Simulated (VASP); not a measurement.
Input of a VASP 6.6.1 run:

Contents of INCAR:

```
PREC     = Accurate       # precision mode
ENCUT    = 520            # plane-wave cutoff, eV
EDIFF    = 1E-6           # SCF threshold, eV
ISMEAR   = -1             # smearing method
SIGMA    = 0.02           # smearing width, eV
LREAL    = False          # projectors in reciprocal space
LASPH    = True           # aspherical terms in the spheres
NELM     = 60             # most SCF steps
ALGO     = Normal         # electronic algorithm
ISIF     = 2              # what is computed and relaxed
LWAVE    = False          # write WAVECAR
LCHARG   = True           # write CHGCAR
GGA      = PE             # functional
LELF     = True           # ELF
LVHAR    = True         
NBANDS   = 55             # bands
```

File KPOINTS:

```
Automatic mesh
0
Gamma
  7 7 7
```

The input POSCAR:

```
In2O3
1.0
    2.6874944892      1.5516256668      4.7379314792
   -2.6874944892      1.5516256668      4.7379314792
    0.0000000000     -3.1032513336      4.7379314792
In O
4 6
Direct
    0.3587774927      0.3587774927      0.3587774927
    0.1412225073      0.1412225073      0.1412225073
    0.6412225073      0.6412225073      0.6412225073
    0.8587774927      0.8587774927      0.8587774927
    0.5446259678      0.9553740322      0.2500000000
    0.2500000000      0.5446259678      0.9553740322
    0.9553740322      0.2500000000      0.5446259678
    0.4553740322      0.0446259678      0.7500000000
    0.7500000000      0.4553740322      0.0446259678
    0.0446259678      0.7500000000      0.4553740322
```

Potentials or basis: VASP PAW PBE potentials, release 64 (In_d, O).

Run with:

```bash
$ cat potpaw_PBE.64/In_d/POTCAR potpaw_PBE.64/O/POTCAR > POTCAR
$ mpirun -np 1 vasp_std > vasp.out
```

Question: What does it give for the largest force?

Answer: 0.015 eV/Å.

Question: Predict the pressure.

Answer: 22.5 GPa.

Forces on the atoms (eV/Å):
```
In   0.000  0.000 -0.012
In   0.000  0.000  0.012
In   0.000  0.000  0.012
In   0.000  0.000 -0.012
O   -0.015  0.000  0.000
O    0.008 -0.013  0.000
O    0.008  0.013  0.000
O    0.015  0.000  0.000
O   -0.008  0.013  0.000
O   -0.008 -0.013  0.000
```

Caveat: the cell stands under pressure.
